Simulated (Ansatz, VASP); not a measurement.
## One calculation of GeW, two programs

Contents of POSCAR:

```
GeW
1.0
    0.0000000000      2.5776100000      2.5776100000
    2.5776100000      0.0000000000      2.5776100000
    2.5776100000      2.5776100000      0.0000000000
Ge W
1 1
Direct
    0.5000000000      0.5000000000      0.5000000000
    0.0000000000      0.0000000000      0.0000000000
```

INCAR.step1

```
SYSTEM = GeW
PREC = Accurate
ENCUT = 520
ISMEAR = -1
SIGMA = 0.05
LREAL = .FALSE.
LASPH = .TRUE.
NELM = 150
MAGMOM = 0 0 0 0 0 0
LSORBIT = .TRUE.
GGA_COMPAT = .FALSE.
LMAXMIX = 4
NBANDS = 40
GGA = PE
ALGO = Normal
EDIFF = 1E-4
LWAVE = .TRUE.
LCHARG = .FALSE.
```

Contents of INCAR.step2:

```
SYSTEM = GeW
PREC = Accurate
ENCUT = 520
EDIFF = 1E-6
ISMEAR = -1
SIGMA = 0.05
LREAL = .FALSE.
LASPH = .TRUE.
NELM = 150
ALGO = Normal
ISIF = 2
LWAVE = .FALSE.
LCHARG = .TRUE.
MAGMOM = 0 0 0 0 0 0
LORBIT = 11
LSORBIT = .TRUE.
GGA_COMPAT = .FALSE.
LORBMOM = .TRUE.
LMAXMIX = 4
METAGGA = R2SCAN
LMIXTAU = .TRUE.
LVHAR = .TRUE.
NBANDS = 40
ISTART = 1
```

The input KPOINTS:

```
regular mesh
0
G
  7 7 7
  0 0 0
```

Contents of input.yaml:

```yaml
crystal:
  lattice:
    - [0.0, 2.57761, 2.57761]
    - [2.57761, 0.0, 2.57761]
    - [2.57761, 2.57761, 0.0]
  atoms:
    - { symbol: Ge, position: [0.5, 0.5, 0.5] }
    - { symbol: W, position: [0.0, 0.0, 0.0] }
hamiltonian:
  xc: r2scan
  pseudopotentials: { kind: paw_fr }
magnetization:
  noncollinear: true
  spin_orbit: true
kpoints:
  mp_grid: { grid: [7, 7, 7] }
  band_path:
    path:
      - [[0.0, 0.0, 0.0], [0.5, 0.0, 0.5], [0.5, 0.25, 0.75], [0.375, 0.375, 0.75], [0.0, 0.0, 0.0], [0.5, 0.5, 0.5], [0.625, 0.25, 0.625], [0.5, 0.25, 0.75], [0.5, 0.5, 0.5], [0.375, 0.375, 0.75]]
      - [[0.625, 0.25, 0.625], [0.5, 0.0, 0.5]]
    npoints: 14
scf:
  occupations: { method: fermi_dirac, width: 0.05 }
  n_extra_bands: 6
output:
  forces: true
  stress: true
  eigenvalues: true
  fatbands: true
```

Alike in both runs: functional r2SCAN; k mesh 7 × 7 × 7; occupations fermi-dirac, width 0.05 eV; non-collinear spin, spin-orbit coupling.

|  | VASP | Ansatz |
| --- | --- | --- |
| version | VASP 6.6.1 | Ansatz 0.2.0 |
| potentials or method | VASP PAW PBE potentials, release 64 (Ge_d, W_sv) | Ansatz PAW |
| plane-wave cutoff (eV) | 520 | 500 |
| valence electrons in the cell | 28 | 28 |
| task | single point | band structure |

VASP gave:

```
pressure (GPa) : -2.7
```

Question: Which values does Ansatz return?

Answer: Pressure (GPa): -3.3.

VASP's potentials were made for PBE, not for r2SCAN.
